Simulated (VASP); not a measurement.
**Y: single point with LDA**

Y:

```
CELL_PARAMETERS angstrom
0.00000 2.45237 2.45237
2.45237 0.00000 2.45237
2.45237 2.45237 0.00000
ATOMIC_POSITIONS crystal
Y 0.00000 0.00000 0.00000
```

This isn't the form of Y at room conditions, which is hcp.

```yaml
Program: VASP 6.6.1
Task: single point
Functional: LDA
Potentials_or_basis: VASP PAW LDA potentials, release 64 (Y_sv)
Cutoff: 520 eV
k_mesh: 13 × 13 × 13
Occupations: fermi-dirac, width 0.08 eV
Spin: no spin polarisation
Dipole_correction: no
k_mesh_for_the_DOS: 20 × 20 × 20
Occupations_for_the_DOS: tetrahedron
Further_INCAR_settings: ALGO = Normal; EDIFF = 1e-06; NBANDS = 12
```

* Valence electrons inside the program's atomic spheres: Y 9.61

Levels at points of the mesh, in eV from the Fermi level:
```tsv
k point	band 3	band 4	band 5	band 6	band 7	band 8
(0.00, 0.00, 0.00)	-21.94	-21.94	-4.87	1.84	1.84	1.84
(0.50, 0.00, 0.00)	-22.04	-22.04	-2.11	1.03	1.65	1.65
(0.50, 0.50, 0.00)	-22.22	-22.22	-1.98	-1.08	2.62	5.77
```

Run time: 77 s on 1 thread of Intel(R) Xeon(R) 6975P-C (Granite Rapids) (shared host), peak memory 0.22 GiB.
